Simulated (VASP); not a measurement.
# KF (F-43m) in VASP: settings compared

The runs below take KF through single point, with r2SCAN, PBE.

Program: VASP 6.6.1. These are calculated values, not measurements. Logs are shortened: lines on timing, memory, paths and dates and some standing lists are left out, and cuts for length are marked.

## Step 1: The cell of the first run

The structure is cubic, space group F-43m (No. 216). The conventional cell has a = 5.986 Å, b = 5.986 Å, c = 5.986 Å, α = 90.00°, β = 90.00°, γ = 90.00°. Within 3.4 Å of K (site symmetry -43m) lie 4 F at 2.59 Å. F (site symmetry -43m) has 4 K at 2.59 Å within 3.4 Å.

## Step 2: Single point, r2SCAN (26.81 Å³/atom)

Contents of POSCAR:

```
KF
1.0
    0.0000000000      2.9929728664      2.9929728664
    2.9929728664      0.0000000000      2.9929728664
    2.9929728664      2.9929728664      0.0000000000
K F
1 1
Direct
    0.0000000000      0.0000000000      0.0000000000
    0.2500000000      0.2500000000      0.2500000000
```

Contents of INCAR.step1:

```
SYSTEM = KF
  PREC = Accurate
  ENCUT = 520
  ISMEAR = 0
  SIGMA = 0.01
  LREAL = .FALSE.
  LASPH = .TRUE.
  NELM = 100
  NBANDS = 15
  GGA = PE
  ALGO = Normal
  EDIFF = 1E-4
  LWAVE = .TRUE.
  LCHARG = .FALSE.
```

Contents of INCAR.step2:

```
SYSTEM = KF
  PREC = Accurate
  ENCUT = 520
  EDIFF = 1E-6
  ISMEAR = 0
  SIGMA = 0.01
  LREAL = .FALSE.
  LASPH = .TRUE.
  NELM = 100
  ALGO = Normal
  ISIF = 2
  LWAVE = .FALSE.
  LCHARG = .TRUE.
  METAGGA = R2SCAN
  LMIXTAU = .TRUE.
  LELF = .TRUE.
  LVHAR = .TRUE.
  NBANDS = 15
  ISTART = 1
```

Contents of KPOINTS:

```
regular mesh
0
G
  6 6 6
  0 0 0
```

Potentials or basis: VASP PAW PBE potentials, release 64 (K_sv, F).

Command:

```sh
$ cat potpaw_PBE.64/K_sv/POTCAR potpaw_PBE.64/F/POTCAR > POTCAR
$ cp INCAR.step1 INCAR
$ mpirun -np 1 vasp_std > vasp.out
$ cp INCAR.step2 INCAR
$ mpirun -np 1 vasp_std > vasp.out
```

OUTCAR:

```text
SYSTEM = KF
   PREC = Accurate
   ENCUT = 520
   EDIFF = 1E-6
   ISMEAR = 0
   LREAL = .FALSE.
   LASPH = .TRUE.
   NELM = 100
   ISIF = 2
   METAGGA = R2SCAN
   ISTART = 1

 ion  position               nearest neighbor table
   1  0.000  0.000  0.000-   2 2.59   2 2.59   2 2.59   2 2.59
   2  0.250  0.250  0.250-   1 2.59   1 2.59   1 2.59   1 2.59

  LATTYP: Found a face centered cubic cell.
 ALAT       =     5.9859457328

  Lattice vectors:

 A1 = (   0.0000000000,   2.9929728664,   2.9929728664)
 A2 = (   2.9929728664,   0.0000000000,   2.9929728664)
 A3 = (   2.9929728664,   2.9929728664,   0.0000000000)

Analysis of symmetry for initial positions (statically):
=====================================================================
 Subroutine PRICEL returns:
 Original cell was already a primitive cell.

 Routine SETGRP: Setting up the symmetry group for a
 face centered cubic supercell.

 Subroutine GETGRP returns: Found 24 space group operations
 (whereof 24 operations were pure point group operations)
 out of a pool of 48 trial point group operations.

The static configuration has the point symmetry T_d .

Analysis of symmetry for dynamics (positions and initial velocities):
=====================================================================
 Subroutine PRICEL returns:
 Original cell was already a primitive cell.

 Routine SETGRP: Setting up the symmetry group for a
 face centered cubic supercell.

 Subroutine GETGRP returns: Found 24 space group operations
 (whereof 24 operations were pure point group operations)
 out of a pool of 48 trial point group operations.

The dynamic configuration has the point symmetry T_d .

 Subroutine INISYM returns: Found 24 space group operations
 (whereof 24 operations are pure point group operations),
 and found     1 'primitive' translations

----------------------------------------------------------------------------------------

                                     Primitive cell

  volume of cell :      53.6214

  direct lattice vectors                    reciprocal lattice vectors
     0.000000000  2.992972866  2.992972866    -0.167057980  0.167057980  0.167057980
     2.992972866  0.000000000  2.992972866     0.167057980 -0.167057980  0.167057980
     2.992972866  2.992972866  0.000000000     0.167057980  0.167057980 -0.167057980

  length of vectors
     4.232702819  4.232702819  4.232702819     0.289352908  0.289352908  0.289352908

  position of ions in fractional coordinates (direct lattice)
     0.000000000  0.000000000  0.000000000
     0.250000000  0.250000000  0.250000000

  ion indices of the primitive-cell ions
   primitive index   ion index
                 1           1
                 2           2

----------------------------------------------------------------------------------------

 KPOINTS: regular mesh

Automatic generation of k-mesh.
 Grid dimensions read from file:
 generate k-points for:    6    6    6

 Generating k-lattice:

  Cartesian coordinates                     Fractional coordinates (reciprocal lattice)
    -0.027842997  0.027842997  0.027842997     0.166666667  0.000000000  0.000000000
     0.027842997 -0.027842997  0.027842997     0.000000000  0.166666667  0.000000000
     0.027842997  0.027842997 -0.027842997     0.000000000  0.000000000  0.166666667

  Length of vectors
     0.048225485  0.048225485  0.048225485

  Shift w.r.t. Gamma in fractional coordinates (k-lattice)
     0.000000000  0.000000000  0.000000000

 Subroutine IBZKPT returns following result:
 ===========================================

 Found     16 irreducible k-points:

 Following reciprocal coordinates:
            Coordinates               Weight
  0.000000  0.000000  0.000000      1.000000
  0.166667  0.000000  0.000000      8.000000
  0.333333  0.000000  0.000000      8.000000
  0.500000  0.000000  0.000000      4.000000
  0.166667  0.166667  0.000000      6.000000
  0.333333  0.166667  0.000000     24.000000
[... 8 lines left out ...]
 -0.333333  0.333333  0.166667     24.000000
 -0.333333  0.500000  0.166667     12.000000
   k-points           NKPTS =     16   k-points in BZ     NKDIM =     16   number of bands    NBANDS=     15
   number of dos      NEDOS =    301   number of ions     NIONS =      2
   total plane-waves  NPLWV =  32768
   dimension x,y,z NGX =    32 NGY =   32 NGZ =   32
   dimension x,y,z NGXF=    64 NGYF=   64 NGZF=   64
   ions per type =               1   1
   NGX,Y,Z   is equivalent  to a cutoff of  12.57, 12.57, 12.57 a.u.
   NGXF,Y,Z  is equivalent  to a cutoff of  25.14, 25.14, 25.14 a.u.
 SYSTEM =  KF
   PREC   = accura    normal or accurate (medium, high low for compatibility)
   ISTART =      1    job   : 0-new  1-cont  2-samecut
   ICHARG =      0    charge: 1-file 2-atom 10-const
   ISPIN  =      1    spin polarized calculation?
   LNONCOLLINEAR =      F non collinear calculations
   LSORBIT =      F    spin-orbit coupling
   LASPH  =      T    aspherical Exc in radial PAW
   ENCUT  =  520.0 eV  38.22 Ry    6.18 a.u.   7.87  7.87  7.87*2*pi/ulx,y,z
   NELM   =    100;   NELMIN=  2; NELMDL=  0     # of ELM steps
   EDIFF  = 0.1E-05   stopping-criterion for ELM
   LREAL  =      F    real-space projection
   EDIFFG = 0.1E-04   stopping-criterion for IOM
   NSW    =      0    number of steps for IOM
   IBRION =     -1    ionic relax: 0-MD 1-quasi-New 2-CG
   NFREE  =      0    steps in history (QN), initial steepest desc. (CG)
   ISIF   =      2    stress and relaxation
   ISYM   =      2    0-nonsym 1-usesym 2-fastsym
   POTIM  = 0.5000    time-step for ionic-motion
   TEBEG  =    0.0;   TEEND  =   0.0 temperature during run
   PSTRESS=    0.0 pullay stress
   NELECT =      16.0000    total number of electrons
   NUPDOWN=      -1.0000    fix difference up-down
   EMIN   =  10.00;   EMAX   =-10.00  energy-range for DOS
   EFERMI =   0.00;   METHOD = LEGACY
   ISMEAR =     0;   SIGMA  =   0.01  broadening in eV -4-tet -1-fermi 0-gaus
   EFERMI_NEDOS =   21; number of points for ismear=-14 and -15
   IALGO  =     38    algorithm
   IMIX   =      4    mixing-type and parameters
     AMIX     =   0.40;   BMIX     =  1.00
     AMIX_MAG =   1.60;   BMIX_MAG =  1.00
  volume/ion in A,a.u.               =      26.81       180.93
  Fermi-wavevector in a.u.,A,eV,Ry     =   1.093962  2.067288 16.282797  1.196752
  Thomas-Fermi vector in A             =   2.230257
   LORBIT       =      0    0 simple, 1 ext, 2 COOP (PROOUT), +10 PAW based schemes
   METAGGA = R2SCAN    functional components
   LHFCALC =     F    Hartree Fock is set to
   AEXX    =    0.0000 exact exchange contribution
   IVDW    =     0    specifies the selected vdW correction
   LEPSILON=     F    determine dielectric tensor
   LRPA    =     F    only Hartree local field effects (RPA)
 non-spin polarized calculation
 Gauss-broadening in eV      SIGMA  =   0.01
  energy-cutoff  :      520.00
  volume of cell :       53.62
 maximum number of plane-waves:      1459
   NGX = 15   NGY = 15   NGZ = 15

 number of electron      16.0000013 magnetization

 Free energy of the ion-electron system (eV)
  ---------------------------------------------------
  ext. energy  EPLUGINS =         0.00000000
  ---------------------------------------------------
  free energy    TOTEN  =       -14.69743782 eV

  energy without entropy =      -14.69743782  energy(sigma->0) =      -14.69743782

 E-fermi :  -4.1370     XC(G=0):  -7.0865

 val. band max:       -4.2235587100   @ k =  -0.3333   0.5000   0.1667
 cond. band min:       1.3780633372   @ k =   0.0000   0.0000   0.0000
 fundamental gap:      5.6016220472
 Fermi energy:        -4.1369689691

 k-point     1 :       0.0000    0.0000    0.0000
  band No.  band energies     occupation
      1     -31.6262      2.00000
      2     -23.8609      2.00000
      3     -14.2746      2.00000
      4     -14.2746      2.00000
      5     -14.2746      2.00000
      6      -4.3868      2.00000
      7      -4.3868      2.00000
      8      -4.3868      2.00000
      9       1.3781      0.00000
     10       8.1935      0.00000
     11       8.1935      0.00000
     12       8.2608      0.00000
     13       8.2608      0.00000
     14       8.2608      0.00000
     15      13.0355      0.00000

 k-point     2 :       0.1667    0.0000    0.0000
  band No.  band energies     occupation
      1     -31.6186      2.00000
      2     -23.8752      2.00000
      3     -14.2969      2.00000
      4     -14.2842      2.00000
      5     -14.2842      2.00000
      6      -4.4263      2.00000
      7      -4.3678      2.00000
      8      -4.3678      2.00000
      9       1.8865      0.00000
     10       7.7203      0.00000
     11       7.7203      0.00000
     12       7.7366      0.00000
     13       8.7135      0.00000
     14       8.7135      0.00000
     15      11.3742      0.00000

 k-point     3 :       0.3333    0.0000    0.0000
  band No.  band energies     occupation
      1     -31.6032      2.00000
      2     -23.9049      2.00000
      3     -14.3434      2.00000
      4     -14.3032      2.00000
      5     -14.3032      2.00000
      6      -4.4607      2.00000
      7      -4.3313      2.00000
      8      -4.3313      2.00000
      9       3.0934      0.00000
     10       6.4797      0.00000
     11       7.3715      0.00000
     12       7.3715      0.00000
     13       9.1586      0.00000
     14       9.1586      0.00000
     15      10.4023      0.00000
[... 199 lines left out ...]
 k-point    15 :      -0.3333    0.3333    0.1667
  band No.  band energies     occupation
      1     -31.5879      2.00000
      2     -23.9340      2.00000
      3     -14.4261      2.00000
      4     -14.3520      2.00000
      5     -14.2537      2.00000
      6      -4.4362      2.00000
      7      -4.3629      2.00000
      8      -4.2501      2.00000
      9       4.3111      0.00000
     10       5.1452      0.00000
     11       7.4178      0.00000
     12       8.0323      0.00000
     13       9.2431      0.00000
     14       9.9365      0.00000
     15      10.3880      0.00000

 k-point    16 :      -0.3333    0.5000    0.1667
  band No.  band energies     occupation
      1     -31.5854      2.00000
      2     -23.9387      2.00000
      3     -14.4154      2.00000
      4     -14.3744      2.00000
      5     -14.2541      2.00000
      6      -4.5065      2.00000
      7      -4.3093      2.00000
      8      -4.2236      2.00000
      9       4.4721      0.00000
     10       4.7679      0.00000
     11       8.0593      0.00000
     12       8.4532      0.00000
     13       9.4587      0.00000
     14       9.8506      0.00000
     15      10.1921      0.00000

------------------------ aborting loop because EDIFF is reached ----------------------------------------

  FORCE on cell =-STRESS in cart. coord.  units (eV):
  Direction    XX          YY          ZZ          XY          YZ          ZX
  --------------------------------------------------------------------------------------
  -------------------------------------------------------------------------------------
  Total       -0.4007664     -0.4007664     -0.4007664      0.0000000     -0.0000000      0.0000000
  in kB      -11.9746687    -11.9746687    -11.9746687      0.0000000     -0.0000000      0.0000000
  external PRESSURE =     -11.9746687 kB  Pullay stress =       0.0000000 kB

 VOLUME and BASIS-vectors are now :
 -----------------------------------------------------------------------------
  energy-cutoff  :      520.00
  volume of cell :       53.62
      direct lattice vectors                 reciprocal lattice vectors
     0.000000000  2.992972866  2.992972866    -0.167057980  0.167057980  0.167057980
     2.992972866  0.000000000  2.992972866     0.167057980 -0.167057980  0.167057980
     2.992972866  2.992972866  0.000000000     0.167057980  0.167057980 -0.167057980

 POSITION                                       TOTAL-FORCE (eV/Angst)
 -----------------------------------------------------------------------------------
      0.00000      0.00000      0.00000        -0.000000     -0.000000     -0.000000
      1.49649      1.49649      1.49649         0.000000      0.000000      0.000000
 -----------------------------------------------------------------------------------
    total drift:                               -0.000000     -0.000000     -0.000000

  FREE ENERGIE OF THE ION-ELECTRON SYSTEM (eV)
  ---------------------------------------------------
  free  energy   TOTEN  =       -14.6974378166 eV

  energy  without entropy=      -14.6974378166  energy(sigma->0) =      -14.69743782
```

Wall time 1.7 min (1 thread of Intel Xeon 8259CL, shared host); peak memory 0.18 GiB.

Results:

```yaml
Free_energy: -14.6974 eV
Pressure: -1.2 GPa
Band_gap_on_the_k_mesh: 5.60 eV (least direct gap 5.76 eV)
```

Caveat: the PAW data sets were made with another functional, which shifts forces and pressure a little. A k mesh can miss the band edges.

## Step 3: Single point, PBE

This run uses another cell than the first one, of 25.29 Å³/atom.

Contents of INCAR:

```
SYSTEM = KF
PREC = Accurate
ENCUT = 520
EDIFF = 1E-6
ISMEAR = 0
SIGMA = 0.01
LREAL = .FALSE.
LASPH = .TRUE.
NELM = 100
ALGO = Normal
ISIF = 2
LWAVE = .FALSE.
LCHARG = .TRUE.
GGA = PE
LELF = .TRUE.
LVHAR = .TRUE.
NBANDS = 15
```

Contents of KPOINTS:

```
Automatic mesh
0
G
  8 8 8
  0 0 0
```

Contents of POSCAR:

```
KF
1.0
    0.0000000000      2.9354013608      2.9354013608
    2.9354013608      0.0000000000      2.9354013608
    2.9354013608      2.9354013608      0.0000000000
K F
1 1
Direct
    0.0000000000      0.0000000000      0.0000000000
    0.2500000000      0.2500000000      0.2500000000
```

Potentials or basis: VASP PAW PBE potentials, release 64 (K_sv, F).

Command:

```sh
$ cat potpaw_PBE.64/K_sv/POTCAR potpaw_PBE.64/F/POTCAR > POTCAR
$ mpirun -np 1 vasp_std > vasp.out
```

Wall time 39 s (1 thread of Intel Xeon 8259CL, shared host); peak memory 0.18 GiB.

The run converged. Its results:

```yaml
Free_energy: -8.1213 eV
Pressure: 0.9 GPa
Band_gap_on_the_k_mesh: 5.16 eV (least direct gap 5.37 eV)
```

Levels at points of the mesh, in eV from the valence-band top:
```tsv
k point	band 4	band 5	band 6	band 7	band 8	band 9	band 10	band 11	band 12	band 13
(0.00, 0.00, 0.00)	-9.59	-9.59	-0.21	-0.21	-0.21	5.16	11.76	11.76	11.90	11.90
(0.50, 0.00, 0.00)	-9.64	-9.64	-0.27	-0.12	-0.12	8.00	9.21	10.89	10.89	12.99
(0.50, 0.50, 0.00)	-9.72	-9.62	-0.45	0.00	0.00	8.26	8.38	12.31	12.91	13.00
```

A k mesh can miss the band edges.

## Step 4: Single point, r2SCAN

This run uses another cell than the first one, of 25.29 Å³/atom.

POSCAR is that of step 3.

Contents of INCAR.step1:

```
  PREC = Accurate
  ENCUT = 520
  ISMEAR = 0
  SIGMA = 0.01
  LREAL = False
  LASPH = True
  NELM = 100
  NBANDS = 15
  GGA = PE
  ALGO = Normal
  EDIFF = 1E-4
  LWAVE = True
  LCHARG = False
```

Contents of INCAR.step2:

```
  PREC = Accurate
  ENCUT = 520
  EDIFF = 1E-7
  ISMEAR = 0
  SIGMA = 0.01
  LREAL = False
  LASPH = True
  NELM = 100
  ALGO = Normal
  ISIF = 2
  LWAVE = False
  LCHARG = False
  METAGGA = R2SCAN
  LMIXTAU = True
  NBANDS = 15
  ISTART = 1
```

Contents of KPOINTS:

```
regular mesh
0
Gamma
  8 8 8
```

Command:

```sh
$ cat potpaw_PBE.64/K_sv/POTCAR potpaw_PBE.64/F/POTCAR > POTCAR
$ cp INCAR.step1 INCAR
$ mpirun -np 1 vasp_std > vasp.out
$ cp INCAR.step2 INCAR
$ mpirun -np 1 vasp_std > vasp.out
```

It took 2.3 min on 1 thread of Intel Xeon 8259CL, shared host; peak memory 0.19 GiB.

It converged, with:

```
Free energy            : -14.7061 eV
Pressure               : 0.0 GPa
Band gap on the k mesh : 5.74 eV (least direct gap 5.95 eV)
```

Levels at points of the mesh, in eV from the valence-band top:
```csv
k point,band 6,band 7,band 8,band 9,band 10,band 11
"(0.00, 0.00, 0.00)",-0.21,-0.21,-0.21,5.74,12.64,12.64
"(0.50, 0.00, 0.00)",-0.26,-0.12,-0.12,8.56,9.87,11.70
"(0.50, 0.50, 0.00)",-0.43,0.00,0.00,8.83,8.94,13.28
```

Caveat: the PAW data sets were made with another functional, which shifts forces and pressure a little.

## Step 5: The runs side by side

```csv
level,cell,k mesh,gap on the mesh (eV),pressure (GPa)
r2SCAN,"a = 4.233 Å, angles 60.0°, 2 atoms",6 × 6 × 6,5.60,-1.2
PBE,"a = 4.151 Å, angles 60.0°, 2 atoms",8 × 8 × 8,5.16,0.9
r2SCAN,"a = 4.151 Å, angles 60.0°, 2 atoms",8 × 8 × 8,5.74,0.0
```

Alike in all rows: task single point; potentials or basis VASP PAW PBE potentials, release 64 (K_sv, F); no spin polarisation; cutoff (eV) 520; smearing gaussian 0.01 eV.

Caveats: the PAW data sets were made with another functional, which shifts forces and pressure a little (at least some runs).

Absolute energies hang on the potentials; compare differences alone.
